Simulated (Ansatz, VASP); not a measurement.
# Sn: VASP beside Ansatz

INCAR

```
ALGO     = Normal         # electronic algorithm
EDIFF    = 1E-7           # SCF threshold, eV
ENCUT    = 520            # plane-wave cutoff, eV
GGA      = PS             # functional
ISIF     = 2              # what is computed and relaxed
ISMEAR   = -1             # smearing method
LASPH    = T              # aspherical terms in the spheres
LCHARG   = F              # write CHGCAR
LREAL    = F              # projectors in reciprocal space
LWAVE    = F              # write WAVECAR
NBANDS   = 21             # bands
NELM     = 60             # most SCF steps
PREC     = Accurate       # precision mode
SIGMA    = 0.05           # smearing width, eV
```

File KPOINTS:

```
k-points
0
Gamma
  8 8 8
```

Contents of POSCAR:

```
Sn
1.0
    0.0000000000      3.2710663102      3.2710663102
    3.2710663102      0.0000000000      3.2710663102
    3.2710663102      3.2710663102      0.0000000000
Sn
2
Direct
   -0.2825000000     -0.0725000000     -0.0725000000
    0.2825000000      0.0725000000      0.0725000000
```

Input for Ansatz:

```yaml
crystal:
  lattice:
    - [0.0, 3.2710663102, 3.2710663102]
    - [3.2710663102, 0.0, 3.2710663102]
    - [3.2710663102, 3.2710663102, 0.0]
  atoms:
    - { symbol: Sn, position: [-0.2825, -0.0725, -0.0725] }
    - { symbol: Sn, position: [0.2825, 0.0725, 0.0725] }
kpoints:
  mp_grid: { grid: [8, 8, 8] }
scf:
  occupations: { method: fermi_dirac, width: 0.05 }
hamiltonian:
  xc: pbesol
  pseudopotentials: { kind: all_electron, lapw: { basis_error: 0.001 } }
output:
  forces: true
  stress: true
  eigenvalues: true
  populations: true
```

Change from the starting cell: shortest bond scaled by 0.58, LAPW.

Alike in both runs: task single point; functional PBEsol; k mesh 8 × 8 × 8; occupations fermi-dirac, width 0.05 eV; no spin polarisation.

|  | VASP | Ansatz |
| --- | --- | --- |
| version | VASP 6.6.1 | Ansatz 0.2.0 |
| potentials or method | VASP PAW PBE potentials, release 64 (Sn_d), cutoff 520 eV | all-electron LAPW, scalar-relativistic |

Ansatz gave:

* pressure (GPa): 94.6
* traceless stress, the component that is largest in VASP (GPa): -96.70
* rms of the force components (eV/Å): 44.964

Q: What did VASP give for the same quantities?

A: Pressure (GPa): 76.3; traceless stress, the component that is largest in VASP (GPa): -77.38; rms of the force components (eV/Å): 35.948.

VASP's potentials were made for PBE, not for PBEsol. Atom by atom the forces differ by 9.016 eV/Å (rms over components). The pressures are high and differ by over a tenth, so treat them with care. Ansatz ran all-electron here, and VASP with PAW potentials.

Noted on VASP's run: the cell as given lies far from equilibrium.
